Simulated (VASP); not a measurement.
# KCl: single point with LDA

KCl:

```xyz
2
Lattice="3.7712 0.0000 0.0000 0.0000 3.7712 0.0000 0.0000 0.0000 3.7712" Properties=species:S:1:pos:R:3 pbc="T T T"
K     0.0000    0.0000    0.0000
Cl    1.8856    1.8856    1.8856
```

```json
{"Program": "VASP 6.6.1", "Task": "single point", "Functional": "LDA", "Potentials or basis": "VASP PAW LDA potentials, release 64 (K_sv, Cl)", "Cutoff": "520 eV", "k mesh": "8 × 8 × 8", "Occupations": "gaussian, width 0.01 eV", "Spin": "no spin polarisation", "Dipole correction": "no", "Further INCAR settings": "ALGO = Normal; EDIFF = 1e-06; NBANDS = 15"}
```

The pressure is -2.4 GPa. The band gap on the k mesh is 4.59 eV, indirect (least direct gap 4.82 eV).

Levels at points of the mesh, in eV from the valence-band top:
```
           k point  band 5  band 6  band 7  band 8  band 9  band 10  band 11  band 12
(0.00, 0.00, 0.00)  -11.20   -0.22   -0.22   -0.22    4.59     6.19     6.19    10.62
(0.50, 0.00, 0.00)  -11.04   -2.00   -0.25   -0.25    7.58     7.62     8.21     9.88
(0.50, 0.50, 0.00)  -11.13   -1.32   -1.32    0.00    5.84     7.04     8.75     8.75
(0.50, 0.50, 0.50)  -11.41   -1.50   -1.50   -1.50    8.62     8.62     8.62     9.90
```

It took 23 s on 1 thread of Intel(R) Xeon(R) Platinum 8488C (Sapphire Rapids) (shared host), peak memory 0.15 GiB.

A k mesh can miss the band edges.
